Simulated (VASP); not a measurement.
# SrCl2 (R-3m) in VASP: a series of runs

Runs on SrCl2. Level: PBE. Tasks: single point.

Everything below comes from runs of VASP 6.6.1. Logs are shortened: lines on timing, memory, paths and dates and some standing lists are left out, and cuts for length are marked.

### Step 1. The cell of the first run

Symmetry: R-3m, No. 166, trigonal system. Conventional cell: a = 6.210 Å, b = 6.210 Å, c = 7.606 Å, α = 90.00°, β = 90.00°, γ = 120.00°. Within 2.5 Å of Sr (site symmetry -3m) lie 2 Cl at 1.90 Å. Within 2.5 Å of Cl (site symmetry 3m) lie 1 Sr at 1.90 Å.

### Step 2. Single point, PBE

Contents of INCAR:

```
PREC = Accurate
ENCUT = 520
EDIFF = 1E-6
ISMEAR = 0
SIGMA = 0.05
LREAL = F
LASPH = T
NELM = 80
ALGO = Normal
ISIF = 2
LWAVE = F
LCHARG = F
GGA = PE
NBANDS = 19
```

Contents of KPOINTS:

```
regular mesh
0
Gamma
  6 6 6
```

Contents of POSCAR:

```
SrCl2
1.0
   -1.4638182731      2.9276365463      2.9276365463
    2.9276365463     -1.4638182731      2.9276365463
    2.9276365463      2.9276365463     -1.4638182731
Sr Cl
1 2
Direct
    0.0000000000      0.0000000000      0.0000000000
    0.2500000000      0.2500000000      0.2500000000
    0.7500000000      0.7500000000      0.7500000000
```

Potentials or basis: VASP PAW PBE potentials, release 64 (Sr_sv, Cl).

Started as:

```bash
> cat potpaw_PBE.64/Sr_sv/POTCAR potpaw_PBE.64/Cl/POTCAR > POTCAR
> mpirun -np 1 vasp_std > vasp.out
```

OUTCAR:

```text
PREC = Accurate
   ENCUT = 520
   EDIFF = 1E-6
   ISMEAR = 0
   LREAL = F
   LASPH = T
   NELM = 80
   ISIF = 2
   GGA = PE

 ion  position               nearest neighbor table
   1  0.000  0.000  0.000-   2 1.90   3 1.90   3 3.64   2 3.64   3 3.64   3 3.64   2 3.64   2 3.64

   2  0.250  0.250  0.250-   1 1.90   1 3.64   1 3.64   1 3.64
   3  0.750  0.750  0.750-   1 1.90   1 3.64   1 3.64   1 3.64

 -----------------------------------------------------------------------------
|                                                                             |
|           W    W    AA    RRRRR   N    N  II  N    N   GGGG   !!!           |
|           W    W   A  A   R    R  NN   N  II  NN   N  G    G  !!!           |
|           W    W  A    A  R    R  N N  N  II  N N  N  G       !!!           |
|           W WW W  AAAAAA  RRRRR   N  N N  II  N  N N  G  GGG   !            |
|           WW  WW  A    A  R   R   N   NN  II  N   NN  G    G                |
|           W    W  A    A  R    R  N    N  II  N    N   GGGG   !!!           |
|                                                                             |
|     The distance between some ions is very small. Please check the          |
|     nearest-neighbor list in the OUTCAR file.                               |
|     I HOPE YOU KNOW WHAT YOU ARE DOING!                                     |
|                                                                             |
 -----------------------------------------------------------------------------

  LATTYP: Found a simple cubic cell.
 ALAT       =     4.3914548194

  Lattice vectors:

 A1 = (  -1.4638182731,   2.9276365463,   2.9276365463)
 A2 = (   2.9276365463,  -1.4638182731,   2.9276365463)
 A3 = (   2.9276365463,   2.9276365463,  -1.4638182731)

Analysis of symmetry for initial positions (statically):
=====================================================================
 Subroutine PRICEL returns:
 Original cell was already a primitive cell.

 Routine SETGRP: Setting up the symmetry group for a
 simple cubic supercell.

 Subroutine GETGRP returns: Found 12 space group operations
 (whereof 12 operations were pure point group operations)
 out of a pool of 48 trial point group operations.

The static configuration has the point symmetry D_3d.

Analysis of symmetry for dynamics (positions and initial velocities):
=====================================================================
 Subroutine PRICEL returns:
 Original cell was already a primitive cell.

 Routine SETGRP: Setting up the symmetry group for a
 simple cubic supercell.

 Subroutine GETGRP returns: Found 12 space group operations
 (whereof 12 operations were pure point group operations)
 out of a pool of 48 trial point group operations.

The dynamic configuration has the point symmetry D_3d.

 Subroutine INISYM returns: Found 12 space group operations
 (whereof 12 operations are pure point group operations),
 and found     1 'primitive' translations

----------------------------------------------------------------------------------------

                                     Primitive cell

  volume of cell :      84.6887

  direct lattice vectors                    reciprocal lattice vectors
    -1.463818273  2.927636546  2.927636546    -0.075904990  0.151809980  0.151809980
     2.927636546 -1.463818273  2.927636546     0.151809980 -0.075904990  0.151809980
     2.927636546  2.927636546 -1.463818273     0.151809980  0.151809980 -0.075904990

  length of vectors
     4.391454819  4.391454819  4.391454819     0.227714969  0.227714969  0.227714969

  position of ions in fractional coordinates (direct lattice)
     0.000000000  0.000000000  0.000000000
     0.250000000  0.250000000  0.250000000
     0.750000000  0.750000000  0.750000000

  ion indices of the primitive-cell ions
   primitive index   ion index
                 1           1
                 2           2
                 3           3

----------------------------------------------------------------------------------------

 KPOINTS: regular mesh

Automatic generation of k-mesh.
 Grid dimensions read from file:
 generate k-points for:    6    6    6

 Generating k-lattice:

  Cartesian coordinates                     Fractional coordinates (reciprocal lattice)
    -0.012650832  0.025301663  0.025301663     0.166666667 -0.000000000 -0.000000000
     0.025301663 -0.012650832  0.025301663    -0.000000000  0.166666667 -0.000000000
     0.025301663  0.025301663 -0.012650832    -0.000000000 -0.000000000  0.166666667

  Length of vectors
     0.037952495  0.037952495  0.037952495

  Shift w.r.t. Gamma in fractional coordinates (k-lattice)
     0.000000000  0.000000000  0.000000000

 Subroutine IBZKPT returns following result:
 ===========================================

 Found     32 irreducible k-points:

 Following reciprocal coordinates:
            Coordinates               Weight
  0.000000  0.000000  0.000000      1.000000
  0.166667  0.000000  0.000000      6.000000
  0.333333  0.000000  0.000000      6.000000
  0.500000  0.000000  0.000000      3.000000
  0.166667  0.166667 -0.000000      6.000000
 -0.166667  0.166667  0.000000      6.000000
[... 16 lines left out ...]
 -0.166667  0.333333  0.333333      6.000000
  0.500000  0.333333  0.166667     12.000000
 [... further k-points ...]
   k-points           NKPTS =     32   k-points in BZ     NKDIM =     32   number of bands    NBANDS=     19
   number of dos      NEDOS =    301   number of ions     NIONS =      3
   total plane-waves  NPLWV =  46656
   dimension x,y,z NGX =    36 NGY =   36 NGZ =   36
   dimension x,y,z NGXF=    72 NGYF=   72 NGZF=   72
   ions per type =               1   2
   NGX,Y,Z   is equivalent  to a cutoff of  13.63, 13.63, 13.63 a.u.
   NGXF,Y,Z  is equivalent  to a cutoff of  27.26, 27.26, 27.26 a.u.
 SYSTEM =  unknown system
   PREC   = accura    normal or accurate (medium, high low for compatibility)
   ISTART =      0    job   : 0-new  1-cont  2-samecut
   ICHARG =      2    charge: 1-file 2-atom 10-const
   ISPIN  =      1    spin polarized calculation?
   LNONCOLLINEAR =      F non collinear calculations
   LSORBIT =      F    spin-orbit coupling
   LASPH  =      T    aspherical Exc in radial PAW
   ENCUT  =  520.0 eV  38.22 Ry    6.18 a.u.   8.17  8.17  8.17*2*pi/ulx,y,z
   NELM   =     80;   NELMIN=  2; NELMDL= -5     # of ELM steps
   EDIFF  = 0.1E-05   stopping-criterion for ELM
   LREAL  =      F    real-space projection
   EDIFFG = 0.1E-04   stopping-criterion for IOM
   NSW    =      0    number of steps for IOM
   IBRION =     -1    ionic relax: 0-MD 1-quasi-New 2-CG
   NFREE  =      0    steps in history (QN), initial steepest desc. (CG)
   ISIF   =      2    stress and relaxation
   ISYM   =      2    0-nonsym 1-usesym 2-fastsym
   POTIM  = 0.5000    time-step for ionic-motion
   TEBEG  =    0.0;   TEEND  =   0.0 temperature during run
   PSTRESS=    0.0 pullay stress
   NELECT =      24.0000    total number of electrons
   NUPDOWN=      -1.0000    fix difference up-down
   EMIN   =  10.00;   EMAX   =-10.00  energy-range for DOS
   EFERMI =   0.00;   METHOD = LEGACY
   ISMEAR =     0;   SIGMA  =   0.05  broadening in eV -4-tet -1-fermi 0-gaus
   EFERMI_NEDOS =   21; number of points for ismear=-14 and -15
   IALGO  =     38    algorithm
   IMIX   =      4    mixing-type and parameters
     AMIX     =   0.40;   BMIX     =  1.00
     AMIX_MAG =   1.60;   BMIX_MAG =  1.00
  volume/ion in A,a.u.               =      28.23       190.50
  Fermi-wavevector in a.u.,A,eV,Ry     =   1.075318  2.032056 15.732530  1.156308
  Thomas-Fermi vector in A             =   2.211171
   LORBIT       =      0    0 simple, 1 ext, 2 COOP (PROOUT), +10 PAW based schemes
   GGA     = PE    functional components
   LHFCALC =     F    Hartree Fock is set to
   AEXX    =    0.0000 exact exchange contribution
   IVDW    =     0    specifies the selected vdW correction
   LEPSILON=     F    determine dielectric tensor
   LRPA    =     F    only Hartree local field effects (RPA)
 non-spin polarized calculation
 Gauss-broadening in eV      SIGMA  =   0.05
  energy-cutoff  :      520.00
  volume of cell :       84.69
 maximum number of plane-waves:      2301
 NGX is ok and might be reduce to    36
   NGX = 17   NGY = 17   NGZ = 17

 number of electron      24.0000000 magnetization

 Free energy of the ion-electron system (eV)
  ---------------------------------------------------
  ext. energy  EPLUGINS =         0.00000000
  ---------------------------------------------------
  free energy    TOTEN  =         1.18205614 eV

  energy without entropy =        1.18205615  energy(sigma->0) =        1.18205615

 E-fermi :   3.7536     XC(G=0):  -8.0401

 val. band max:        3.5933359284   @ k =   0.0000   0.0000   0.0000
 cond. band min:       3.9137103689   @ k =   0.0000   0.0000   0.0000
 fundamental gap:      0.3203744404
 Fermi energy:         3.7536357802

 k-point     1 :       0.0000    0.0000    0.0000
  band No.  band energies     occupation
      1     -32.5552      2.00000
      2     -19.3727      2.00000
      3     -14.2022      2.00000
      4     -14.2022      2.00000
      5     -13.5661      2.00000
      6      -9.7854      2.00000
[... 11 lines left out ...]
     18       8.1044      0.00000
     19       8.1044      0.00000

 k-point     2 :       0.1667    0.0000    0.0000
  band No.  band energies     occupation
      1     -32.5536      2.00000
      2     -19.3844      2.00000
      3     -14.2369      2.00000
      4     -14.1997      2.00000
      5     -13.5091      2.00000
      6      -9.8542      2.00000
[... 11 lines left out ...]
     18       8.6150      0.00000
     19       8.9037      0.00000

 k-point     3 :       0.3333    0.0000    0.0000
  band No.  band energies     occupation
      1     -32.5505      2.00000
      2     -19.4079      2.00000
      3     -14.2851      2.00000
      4     -14.1949      2.00000
      5     -13.4175      2.00000
      6      -9.9849      2.00000
[... 11 lines left out ...]
     18       8.7527      0.00000
     19       9.7995      0.00000

 k-point     4 :       0.5000    0.0000    0.0000
  band No.  band energies     occupation
      1     -32.5489      2.00000
      2     -19.4196      2.00000
      3     -14.3018      2.00000
      4     -14.1924      2.00000
      5     -13.3797      2.00000
      6     -10.0469      2.00000
[... 11 lines left out ...]
     18       8.6269      0.00000
     19       9.9120      0.00000

 k-point     5 :       0.1667    0.1667   -0.0000
  band No.  band energies     occupation
      1     -32.5520      2.00000
      2     -19.3984      2.00000
      3     -14.2374      2.00000
      4     -14.2194      2.00000
      5     -13.4400      2.00000
      6      -9.9736      2.00000
[... 11 lines left out ...]
     18       9.4309      0.00000
     19       9.5948      0.00000
[... 334 lines left out ...]
      2     -19.4441      2.00000
      3     -14.3039      2.00000
      4     -14.2500      2.00000
      5     -13.3486      2.00000
      6     -10.0263      2.00000
[... 11 lines left out ...]
     18       9.8437      0.00000
     19      10.2736      0.00000

 k-point    22 :      -0.3333    0.3333    0.1667
  band No.  band energies     occupation
      1     -32.5444      2.00000
      2     -19.4340      2.00000
      3     -14.3277      2.00000
      4     -14.2535      2.00000
      5     -13.3963      2.00000
      6      -9.9029      2.00000
[... 11 lines left out ...]
     18       8.8597      0.00000
     19       9.6934      0.00000

 k-point    23 :      -0.1667    0.3333    0.3333
  band No.  band energies     occupation
      1     -32.5444      2.00000
      2     -19.4361      2.00000
      3     -14.3027      2.00000
      4     -14.2744      2.00000
      5     -13.3665      2.00000
      6      -9.9924      2.00000
[... 11 lines left out ...]
     18       9.9855      0.00000
     19      10.5967      0.00000

 k-point    24 :       0.5000    0.3333    0.1667
  band No.  band energies     occupation
      1     -32.5428      2.00000
      2     -19.4459      2.00000
      3     -14.3296      2.00000
      4     -14.2517      2.00000
      5     -13.3849      2.00000
      6      -9.9285      2.00000
[... 11 lines left out ...]
     18       8.7085      0.00000
     19      10.0348      0.00000

 [... further k-points ...]

------------------------ aborting loop because EDIFF is reached ----------------------------------------

  FORCE on cell =-STRESS in cart. coord.  units (eV):
  Direction    XX          YY          ZZ          XY          YZ          ZX
  --------------------------------------------------------------------------------------
  -------------------------------------------------------------------------------------
  Total       31.0005999     31.0005999     31.0005999     32.3323218     32.3323218     32.3323218
  in kB      586.4829945    586.4829945    586.4829945    611.6770957    611.6770957    611.6770957
  external PRESSURE =     586.4829945 kB  Pullay stress =       0.0000000 kB

 VOLUME and BASIS-vectors are now :
 -----------------------------------------------------------------------------
  energy-cutoff  :      520.00
  volume of cell :       84.69
      direct lattice vectors                 reciprocal lattice vectors
    -1.463818273  2.927636546  2.927636546    -0.075904990  0.151809980  0.151809980
     2.927636546 -1.463818273  2.927636546     0.151809980 -0.075904990  0.151809980
     2.927636546  2.927636546 -1.463818273     0.151809980  0.151809980 -0.075904990

 POSITION                                       TOTAL-FORCE (eV/Angst)
 -----------------------------------------------------------------------------------
      0.00000      0.00000      0.00000        -0.000000     -0.000000      0.000000
      1.09786      1.09786      1.09786        14.216433     14.216433     14.216433
      3.29359      3.29359      3.29359       -14.216433    -14.216433    -14.216433
 -----------------------------------------------------------------------------------
    total drift:                                0.000000      0.000000     -0.000000

  FREE ENERGIE OF THE ION-ELECTRON SYSTEM (eV)
  ---------------------------------------------------
  free  energy   TOTEN  =         1.1820561446 eV

  energy  without entropy=        1.1820561539  energy(sigma->0) =        1.18205615
```

Run time: 39 s. Hardware: 1 thread of Intel Xeon Platinum 8259CL at 2.50GHz (Skylake/Cascade Lake), shared host; peak memory 0.22 GiB.

What came out:

```
Free energy            : 1.1821 eV
Pressure               : 58.6 GPa
Largest force          : 24.624 eV/Å
Band gap on the k mesh : 0.32 eV, direct
```

Forces on the atoms (eV/Å):
```
Sr    0.000   0.000   0.000
Cl   14.216  14.216  14.216
Cl  -14.216 -14.216 -14.216
```

Caveat: forces of over 1 eV/Å act on the atoms, so gaps and moduli don't describe the material at rest.

(Continued in part 2 of 2.)
